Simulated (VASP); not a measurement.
A run of VASP 6.6.1 is set up as follows.

Contents of INCAR:

```
SYSTEM = MgO
ALGO = Normal
EDIFF = 1E-6
ENCUT = 600
GGA = PE
GGA_COMPAT = .FALSE.
ISIF = 2
ISMEAR = 0
LASPH = .TRUE.
LCHARG = .TRUE.
LELF = .TRUE.
LREAL = .FALSE.
LVHAR = .TRUE.
LWAVE = .FALSE.
NBANDS = 11
NELM = 120
PREC = Accurate
SIGMA = 0.01
```

The input KPOINTS:

```
k-points
0
G
  10 10 10
  0 0 0
```

File POSCAR:

```
MgO
1.0
    0.0000000000      1.8234333167      1.8234333167
    1.8234333167      0.0000000000      1.8234333167
    1.8234333167      1.8234333167      0.0000000000
Mg O
1 1
Direct
    0.0000000000      0.0000000000      0.0000000000
    0.5000000000      0.5000000000      0.5000000000
```

Potentials or basis: VASP PAW PBE potentials, release 64 (Mg, O).

Command:

```bash
$ cat potpaw_PBE.64/Mg/POTCAR potpaw_PBE.64/O/POTCAR > POTCAR
$ mpirun -np 1 vasp_std > vasp.out
```

(1) Predict the pressure.

(2) Predict the band gap on the k mesh.

## Answers

(1) 180.2 GPa.

(2) 9.19 eV, indirect (least direct gap 10.22 eV).
